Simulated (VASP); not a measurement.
# V (P6_3/mmc) in VASP: further runs

V is run at these levels: PBE, LDA, PBEsol; tasks: single point.

Program: VASP 6.6.1. These are calculated values, not measurements. Logs are shortened: lines on timing, memory, paths and dates and some standing lists are left out, and cuts for length are marked.

### 1 The cell of the first run

It takes space group P6_3/mmc (No. 194, hexagonal). The conventional cell has a = 2.639 Å, b = 2.639 Å, c = 4.785 Å, α = 90.00°, β = 90.00°, γ = 120.00°. Within 3.5 Å of V (site symmetry -6m2) lie 12 V at 2.64 to 2.84 Å.

### 2 Single point, PBE, collinear spin, ferromagnetic start (volume scaled by 1.04)

INCAR reads:

```
SYSTEM = V
  PREC = Accurate
  ENCUT = 520
  EDIFF = 1E-6
  ISMEAR = -1
  SIGMA = 0.05
  LREAL = .FALSE.
  LASPH = .TRUE.
  NELM = 150
  ALGO = Normal
  ISIF = 2
  LWAVE = .FALSE.
  LCHARG = .FALSE.
  ISPIN = 2
  MAGMOM = 2 2
  LORBIT = 11
  LMAXMIX = 4
  GGA = PE
  NBANDS = 24
```

KPOINTS reads:

```
Automatic mesh
0
G
  12 12 6
  0 0 0
```

POSCAR reads:

```
V
1.0
    2.6385650605      0.0000000000      0.0000000000
   -1.3192825302      2.2850643718      0.0000000000
    0.0000000000      0.0000000000      4.7854922858
V
2
Direct
    0.3333333333      0.6666666667      0.2500000000
    0.6666666667      0.3333333333      0.7500000000
```

Potentials or basis: VASP PAW PBE potentials, release 64 (V_sv).

Started as:

```
$ cat potpaw_PBE.64/V_sv/POTCAR > POTCAR
$ mpirun -np 1 vasp_std > vasp.out
```

OUTCAR:

```text
SYSTEM = V
   PREC = Accurate
   ENCUT = 520
   EDIFF = 1E-6
   ISMEAR = -1
   LREAL = .FALSE.
   LASPH = .TRUE.
   NELM = 150
   ISIF = 2
   ISPIN = 2
   LORBIT = 11
   GGA = PE

 ion  position               nearest neighbor table
   1  0.333  0.667  0.250-   2 2.84   2 2.84   2 2.84   2 2.84   2 2.84   2 2.84
   2  0.667  0.333  0.750-   1 2.84   1 2.84   1 2.84   1 2.84   1 2.84   1 2.84

  LATTYP: Found a hexagonal cell.
 ALAT       =     2.6385650605
 C/A-ratio  =     1.8136722711

  Lattice vectors:

 A1 = (   2.6385650605,   0.0000000000,   0.0000000000)
 A2 = (  -1.3192825302,   2.2850643718,   0.0000000000)
 A3 = (   0.0000000000,   0.0000000000,   4.7854922858)

Analysis of symmetry for initial positions (statically):
=====================================================================
 Subroutine PRICEL returns:
 Original cell was already a primitive cell.

 Routine SETGRP: Setting up the symmetry group for a
 hexagonal supercell.

 Subroutine GETGRP returns: Found 24 space group operations
 (whereof 12 operations were pure point group operations)
 out of a pool of 24 trial point group operations.

The static configuration has the point symmetry D_3d.
 The point group associated with its full space group is D_6h.

Analysis of symmetry for dynamics (positions and initial velocities):
=====================================================================
 Subroutine PRICEL returns:
 Original cell was already a primitive cell.

 Routine SETGRP: Setting up the symmetry group for a
 hexagonal supercell.

 Subroutine GETGRP returns: Found 24 space group operations
 (whereof 12 operations were pure point group operations)
 out of a pool of 24 trial point group operations.

The dynamic configuration has the point symmetry D_3d.
 The point group associated with its full space group is D_6h.

Analysis of structural, dynamic, and magnetic symmetry:
=====================================================================
 Subroutine PRICEL returns:
 Original cell was already a primitive cell.

 Routine SETGRP: Setting up the symmetry group for a
 hexagonal supercell.

 Subroutine GETGRP returns: Found 24 space group operations
 (whereof 12 operations were pure point group operations)
 out of a pool of 24 trial point group operations.

The overall configuration has the point symmetry D_3d.
 The point group associated with its full space group is D_6h.

 Subroutine INISYM returns: Found 24 space group operations
 (whereof 12 operations are pure point group operations),
 and found     1 'primitive' translations

----------------------------------------------------------------------------------------

                                     Primitive cell

  volume of cell :      28.8531

  direct lattice vectors                    reciprocal lattice vectors
     2.638565060  0.000000000  0.000000000     0.378993876  0.218812216  0.000000000
    -1.319282530  2.285064372  0.000000000     0.000000000  0.437624433  0.000000000
     0.000000000  0.000000000  4.785492286     0.000000000  0.000000000  0.208964917

  length of vectors
     2.638565060  2.638565060  4.785492286     0.437624433  0.437624433  0.208964917

  position of ions in fractional coordinates (direct lattice)
     0.333333333  0.666666667  0.250000000
     0.666666667  0.333333333  0.750000000

  ion indices of the primitive-cell ions
   primitive index   ion index
                 1           1
                 2           2

----------------------------------------------------------------------------------------

 KPOINTS: Automatic mesh

Automatic generation of k-mesh.
 Grid dimensions read from file:
 generate k-points for:   12   12    6

 Generating k-lattice:

  Cartesian coordinates                     Fractional coordinates (reciprocal lattice)
     0.031582823  0.018234351  0.000000000     0.083333333  0.000000000  0.000000000
     0.000000000  0.036468703  0.000000000     0.000000000  0.083333333  0.000000000
     0.000000000  0.000000000  0.034827486     0.000000000  0.000000000  0.166666667

[... 46 lines left out ...]
   AEXX    =    0.0000 exact exchange contribution
   IVDW    =     0    specifies the selected vdW correction
   LEPSILON=     F    determine dielectric tensor
   LRPA    =     F    only Hartree local field effects (RPA)
 spin polarized calculation
  energy-cutoff  :      520.00
  volume of cell :       28.85
 maximum number of plane-waves:       798
 NGX is ok and might be reduce to    20
   NGX =  9   NGY =  9   NGZ = 17

 number of electron      25.9999997 magnetization       0.0020458

 number of electron      25.9999997 magnetization      -0.0000400

 Free energy of the ion-electron system (eV)
  ---------------------------------------------------
  ext. energy  EPLUGINS =         0.00000000
  ---------------------------------------------------
  free energy    TOTEN  =       -17.47287858 eV

  energy without entropy =      -17.44439787  energy(sigma->0) =      -17.45863822

 E-fermi :   9.2160     XC(G=0): -12.5181

 val. band max:        9.2160285996   @ k =   0.3333   0.1667   0.5000
 cond. band min:       9.2616192831   @ k =   0.2500   0.1667   0.1667
 fundamental gap:      0.0455906835
 Fermi energy:         9.2160295331

 spin component 1

 k-point     1 :       0.0000    0.0000    0.0000
  band No.  band energies     occupation
      1     -54.8420      1.00000
      2     -54.7516      1.00000
      3     -28.9084      1.00000
      4     -28.3553      1.00000
      5     -28.2267      1.00000
      6     -28.2267      1.00000
[... 16 lines left out ...]
     23      27.1226      0.00000
     24      29.2794      0.00000
[... 598 lines left out ...]
      2     -54.6705      1.00000
      3     -28.8195      1.00000
      4     -28.7548      1.00000
      5     -28.6541      1.00000
      6     -28.3989      1.00000
[... 16 lines left out ...]
     23      23.7251      0.00000
     24      25.7951      0.00000

 [... further k-points ...]

 spin component 2

 k-point     1 :       0.0000    0.0000    0.0000
  band No.  band energies     occupation
      1     -54.8420      1.00000
      2     -54.7517      1.00000
      3     -28.9085      1.00000
      4     -28.3554      1.00000
      5     -28.2267      1.00000
      6     -28.2267      1.00000
[... 16 lines left out ...]
     23      27.1226      0.00000
     24      29.2794      0.00000
[... 598 lines left out ...]
      2     -54.6705      1.00000
      3     -28.8195      1.00000
      4     -28.7549      1.00000
      5     -28.6541      1.00000
      6     -28.3990      1.00000
[... 16 lines left out ...]
     23      23.7251      0.00000
     24      25.7951      0.00000

 [... further k-points ...]
[... 5 lines left out ...]
  --------------------------------------------------------------------------------------
  -------------------------------------------------------------------------------------
  Total       -1.1236200     -1.1236200     -1.2905116     -0.0000000      0.0000000      0.0000000
  in kB      -62.3931888    -62.3931888    -71.6604657     -0.0000000      0.0000000      0.0000000
  external PRESSURE =     -65.4822811 kB  Pullay stress =       0.0000000 kB

 VOLUME and BASIS-vectors are now :
 -----------------------------------------------------------------------------
  energy-cutoff  :      520.00
  volume of cell :       28.85
      direct lattice vectors                 reciprocal lattice vectors
     2.638565060  0.000000000  0.000000000     0.378993876  0.218812216  0.000000000
    -1.319282530  2.285064372  0.000000000     0.000000000  0.437624433  0.000000000
     0.000000000  0.000000000  4.785492286     0.000000000  0.000000000  0.208964917

 POSITION                                       TOTAL-FORCE (eV/Angst)
 -----------------------------------------------------------------------------------
     -0.00000      1.52338      1.19637        -0.000000      0.000000      0.000000
      1.31928      0.76169      3.58912         0.000000     -0.000000      0.000000
 -----------------------------------------------------------------------------------
    total drift:                               -0.000000      0.000000     -0.000000

  FREE ENERGIE OF THE ION-ELECTRON SYSTEM (eV)
  ---------------------------------------------------
  free  energy   TOTEN  =       -17.4728785796 eV

  energy  without entropy=      -17.4443978673  energy(sigma->0) =      -17.45863822

 total charge

# of ion       s       p       d       tot
------------------------------------------
    1        2.332   6.196   3.038  11.566
    2        2.332   6.196   3.038  11.566
--------------------------------------------------
tot          4.664  12.392   6.076  23.132

 magnetization (x)

# of ion       s       p       d       tot
------------------------------------------
    1        0.000   0.000  -0.000  -0.000
    2        0.000   0.000  -0.000  -0.000
--------------------------------------------------
tot          0.000   0.000  -0.000  -0.000
```

Run time: 59 s. Hardware: 1 thread of Intel Xeon 6975P-C (Granite Rapids), shared host; peak memory 0.19 GiB.

Results:

```
Free energy                                           : -17.4729 eV
Pressure                                              : -6.5 GPa
Band gap on the k mesh                                : zero (filled and empty bands overlap)
Net moment                                            : 0.00 μB per cell
Valence electrons inside the program's atomic spheres : V 11.57
```

Stress tensor (GPa, compression positive):
```
-6.24  0.00  0.00
 0.00 -6.24  0.00
 0.00  0.00 -7.17
```

Levels at points of the mesh, in eV from the Fermi level:
Spin up:
```tsv
k point	band 9	band 10	band 11	band 12	band 13	band 14	band 15	band 16	band 17	band 18
(0.00, 0.00, 0.00)	-6.75	-3.34	-0.54	-0.29	0.33	0.33	0.62	0.62	1.75	1.75
(0.50, 0.00, 0.00)	-2.78	-2.75	-2.55	-0.33	-0.23	0.28	0.61	2.81	3.33	3.44
(0.00, 0.00, 0.50)	-5.03	-5.03	-0.97	-0.97	0.36	0.36	0.36	0.36	2.38	2.38
(0.50, 0.00, 0.50)	-3.10	-3.10	-1.69	-1.69	1.52	1.52	1.58	1.58	3.39	3.39
```
Spin down:
| k point | band 10 | band 11 | band 12 | band 13 | band 14 | band 15 | band 16 | band 17 |
| --- | --- | --- | --- | --- | --- | --- | --- | --- |
| (0.00, 0.00, 0.00) | -3.34 | -0.54 | -0.29 | 0.33 | 0.33 | 0.62 | 0.62 | 1.75 |
| (0.50, 0.00, 0.00) | -2.75 | -2.55 | -0.33 | -0.23 | 0.28 | 0.61 | 2.81 | 3.33 |
| (0.00, 0.00, 0.50) | -5.03 | -0.97 | -0.97 | 0.36 | 0.36 | 0.36 | 0.36 | 2.38 |
| (0.50, 0.00, 0.50) | -3.10 | -1.69 | -1.69 | 1.52 | 1.52 | 1.58 | 1.58 | 3.39 |

Caveat: the cell differs from its parent crystal (volume scaled by 1.04).

### 3 Single point, PBE, collinear spin, ferromagnetic start (volume scaled by 1.06)

INCAR reads:

```
PREC = Accurate
ENCUT = 520
EDIFF = 1E-6
ISMEAR = -1
SIGMA = 0.05
LREAL = False
LASPH = True
NELM = 150
ALGO = Normal
ISIF = 2
LWAVE = False
LCHARG = False
ISPIN = 2
MAGMOM = 2 2
LORBIT = 11
LMAXMIX = 4
GGA = PE
NBANDS = 24
```

KPOINTS reads:

```
regular mesh
0
Gamma
  12 12 6
```

POSCAR reads:

```
V
1.0
    2.6553716605      0.0000000000      0.0000000000
   -1.3276858302      2.2996193144      0.0000000000
    0.0000000000      0.0000000000      4.8159739502
V
2
Direct
    0.3333333333      0.6666666667      0.2500000000
    0.6666666667      0.3333333333      0.7500000000
```

Potentials or basis: VASP PAW PBE potentials, release 64 (V_sv).

Started as:

```
$ cat potpaw_PBE.64/V_sv/POTCAR > POTCAR
$ mpirun -np 1 vasp_std > vasp.out
```

Run time: 54 s. Hardware: 1 thread of Intel Xeon 6975P-C (Granite Rapids), shared host; peak memory 0.19 GiB.

The run converged. Its results:

```yaml
Free_energy: -17.4457 eV
Pressure: -9.2 GPa
Band_gap_on_the_k_mesh: zero (filled and empty bands overlap)
Net_moment: 0.00 μB per cell
Valence_electrons_inside_the_program's_atomic_spheres: V 11.54
```

Stress tensor (GPa, compression positive):
```
-8.96  0.00  0.00
 0.00 -8.96  0.00
 0.00  0.00 -9.75
```

Levels at points of the mesh, in eV from the Fermi level:
Spin up:
| k point | band 9 | band 10 | band 11 | band 12 | band 13 | band 14 | band 15 | band 16 | band 17 | band 18 |
| --- | --- | --- | --- | --- | --- | --- | --- | --- | --- | --- |
| (0.00, 0.00, 0.00) | -6.69 | -3.29 | -0.53 | -0.31 | 0.33 | 0.33 | 0.61 | 0.61 | 1.71 | 1.71 |
| (0.50, 0.00, 0.00) | -2.71 | -2.70 | -2.47 | -0.32 | -0.24 | 0.27 | 0.60 | 2.74 | 3.25 | 3.35 |
| (0.00, 0.00, 0.50) | -5.00 | -5.00 | -0.95 | -0.95 | 0.36 | 0.36 | 0.36 | 0.36 | 2.32 | 2.32 |
| (0.50, 0.00, 0.50) | -3.03 | -3.03 | -1.64 | -1.64 | 1.47 | 1.47 | 1.55 | 1.55 | 3.30 | 3.30 |
Spin down:
```
           k point  band 11  band 12  band 13  band 14  band 15  band 16
(0.00, 0.00, 0.00)    -0.53    -0.31     0.33     0.33     0.61     0.61
(0.50, 0.00, 0.00)    -2.47    -0.32    -0.24     0.27     0.60     2.74
(0.00, 0.00, 0.50)    -0.95    -0.95     0.36     0.36     0.36     0.36
(0.50, 0.00, 0.50)    -1.64    -1.64     1.47     1.47     1.55     1.55
```

Caveat: the cell differs from its parent crystal (volume scaled by 1.06).

### 4 Single point, LDA, collinear spin, ferromagnetic start

This run uses another cell than the first one, of 13.87 Å³/atom, 0.962 times its volume.

INCAR reads:

```
SYSTEM = V
PREC = Accurate ; ENCUT = 520
EDIFF = 1E-6 ; ISMEAR = -1
SIGMA = 0.05 ; LREAL = .FALSE.
LASPH = .TRUE. ; NELM = 150
ALGO = Normal ; ISIF = 2
LWAVE = .FALSE. ; LCHARG = .FALSE.
ISPIN = 2 ; MAGMOM = 2 2
LORBIT = 11 ; LMAXMIX = 4
NBANDS = 24
```

KPOINTS reads:

```
regular mesh
0
G
  12 12 6
  0 0 0
```

POSCAR reads:

```
V
1.0
    2.6042941027      0.0000000000      0.0000000000
   -1.3021470513      2.2553848518      0.0000000000
    0.0000000000      0.0000000000      4.7233360000
V
2
Direct
    0.3333333333      0.6666666667      0.2500000000
    0.6666666667      0.3333333333      0.7500000000
```

Potentials or basis: VASP PAW LDA potentials, release 64 (V_sv).

Started as:

```
$ cat potpaw_LDA.64/V_sv/POTCAR > POTCAR
$ mpirun -np 1 vasp_std > vasp.out
```

It took 67 s on 1 thread of Intel Xeon Platinum 8259CL at 2.50GHz (Skylake/Cascade Lake), shared host; peak memory 0.18 GiB.

The run converged. Its results:

```
Free energy                                           : -19.2878 eV
Pressure                                              : -12.6 GPa
Band gap on the k mesh                                : zero (filled and empty bands overlap)
Net moment                                            : 0.00 μB per cell
Valence electrons inside the program's atomic spheres : V 11.65
```

Stress tensor (GPa, compression positive):
```
-13.14   0.00   0.00
  0.00 -13.14   0.00
  0.00   0.00 -11.41
```

Levels at points of the mesh, in eV from the Fermi level:
Spin up:
| k point | band 10 | band 11 | band 12 | band 13 | band 14 | band 15 | band 16 | band 17 |
| --- | --- | --- | --- | --- | --- | --- | --- | --- |
| (0.00, 0.00, 0.00) | -3.41 | -0.59 | -0.12 | 0.32 | 0.32 | 0.63 | 0.63 | 1.79 |
| (0.50, 0.00, 0.00) | -2.83 | -2.71 | -0.38 | -0.11 | 0.31 | 0.58 | 2.92 | 3.51 |
| (0.00, 0.00, 0.50) | -5.01 | -1.00 | -1.00 | 0.35 | 0.35 | 0.35 | 0.35 | 2.46 |
| (0.50, 0.00, 0.50) | -3.24 | -1.80 | -1.80 | 1.61 | 1.61 | 1.68 | 1.68 | 3.58 |
Spin down:
```tsv
k point	band 9	band 10	band 11	band 12	band 13	band 14	band 15	band 16	band 17	band 18
(0.00, 0.00, 0.00)	-6.77	-3.41	-0.58	-0.12	0.32	0.32	0.63	0.63	1.79	1.79
(0.50, 0.00, 0.00)	-2.93	-2.83	-2.70	-0.38	-0.11	0.31	0.58	2.92	3.51	3.63
(0.00, 0.00, 0.50)	-5.01	-5.01	-1.00	-1.00	0.35	0.35	0.35	0.35	2.46	2.46
(0.50, 0.00, 0.50)	-3.24	-3.24	-1.80	-1.80	1.61	1.61	1.68	1.68	3.58	3.58
```

### 5 Single point, PBEsol, collinear spin, ferromagnetic start

This run uses another cell than the first one, of 13.87 Å³/atom, 0.962 times its volume.

INCAR reads:

```
SYSTEM = V
PREC = Accurate ; ENCUT = 520
EDIFF = 1E-6 ; ISMEAR = -1
SIGMA = 0.05 ; LREAL = .False.
LASPH = .True. ; NELM = 150
ALGO = Normal ; ISIF = 2
LWAVE = .False. ; LCHARG = .False.
ISPIN = 2 ; MAGMOM = 2 2
LORBIT = 11 ; LMAXMIX = 4
GGA = PS ; NBANDS = 24
```

KPOINTS reads:

```
regular mesh
0
Gamma
  12 12 6
  0 0 0
```

POSCAR is that of step 4.

Potentials or basis: VASP PAW PBE potentials, release 64 (V_sv).

Started as:

```
$ cat potpaw_PBE.64/V_sv/POTCAR > POTCAR
$ mpirun -np 1 vasp_std > vasp.out
```

Run time: 66 s. Hardware: 1 thread of Intel Xeon Platinum 8259CL at 2.50GHz (Skylake/Cascade Lake), shared host; peak memory 0.19 GiB.

It converged, with:

```yaml
Free_energy: -18.7284 eV
Pressure: -7.0 GPa
Band_gap_on_the_k_mesh: zero (filled and empty bands overlap)
Net_moment: 0.00 μB per cell
Valence_electrons_inside_the_program's_atomic_spheres: V 11.63
```

Stress tensor (GPa, compression positive):
```
-6.99  0.00  0.00
 0.00 -6.99  0.00
 0.00  0.00 -7.17
```

Levels at points of the mesh, in eV from the Fermi level:
Spin up:
| k point | band 10 | band 11 | band 12 | band 13 | band 14 | band 15 | band 16 | band 17 |
| --- | --- | --- | --- | --- | --- | --- | --- | --- |
| (0.00, 0.00, 0.00) | -3.44 | -0.57 | -0.23 | 0.33 | 0.33 | 0.65 | 0.65 | 1.83 |
| (0.50, 0.00, 0.00) | -2.85 | -2.71 | -0.37 | -0.18 | 0.31 | 0.61 | 2.95 | 3.53 |
| (0.00, 0.00, 0.50) | -5.09 | -1.02 | -1.02 | 0.37 | 0.37 | 0.37 | 0.37 | 2.50 |
| (0.50, 0.00, 0.50) | -3.25 | -1.80 | -1.80 | 1.63 | 1.63 | 1.64 | 1.64 | 3.59 |
Spin down:
| k point | band 11 | band 12 | band 13 | band 14 | band 15 | band 16 |
| --- | --- | --- | --- | --- | --- | --- |
| (0.00, 0.00, 0.00) | -0.57 | -0.23 | 0.33 | 0.33 | 0.65 | 0.65 |
| (0.50, 0.00, 0.00) | -2.71 | -0.37 | -0.18 | 0.31 | 0.61 | 2.95 |
| (0.00, 0.00, 0.50) | -1.02 | -1.02 | 0.37 | 0.37 | 0.37 | 0.37 |
| (0.50, 0.00, 0.50) | -1.80 | -1.80 | 1.63 | 1.63 | 1.64 | 1.64 |

Caveat: the PAW data sets were made with another functional, which shifts forces and pressure a little.

### 6 Summary

```csv
level,potentials or basis,cell,gap on the mesh (eV),pressure (GPa),moment (μB)
PBE,"VASP PAW PBE potentials, release 64 (V_sv)","a = 2.639, b = 2.639, c = 4.785 Å, angles 90.0, 90.0, 120.0°, 2 atoms",none,-6.5,0.00
PBE,"VASP PAW PBE potentials, release 64 (V_sv)","a = 2.655, b = 2.655, c = 4.816 Å, angles 90.0, 90.0, 120.0°, 2 atoms",none,-9.2,0.00
LDA,"VASP PAW LDA potentials, release 64 (V_sv)","a = 2.604, b = 2.604, c = 4.723 Å, angles 90.0, 90.0, 120.0°, 2 atoms",none,-12.6,0.00
PBEsol,"VASP PAW PBE potentials, release 64 (V_sv)","a = 2.604, b = 2.604, c = 4.723 Å, angles 90.0, 90.0, 120.0°, 2 atoms",none,-7.0,0.00
```

Alike in all rows: task single point; spin collinear, ferromagnetic start; k mesh 12 × 12 × 6; cutoff (eV) 520; smearing fermi-dirac 0.05 eV.

Caveats: the PAW data sets were made with another functional, which shifts forces and pressure a little (some runs).

Total energies depend on the potentials used, so only differences within one code and one set of settings carry meaning.
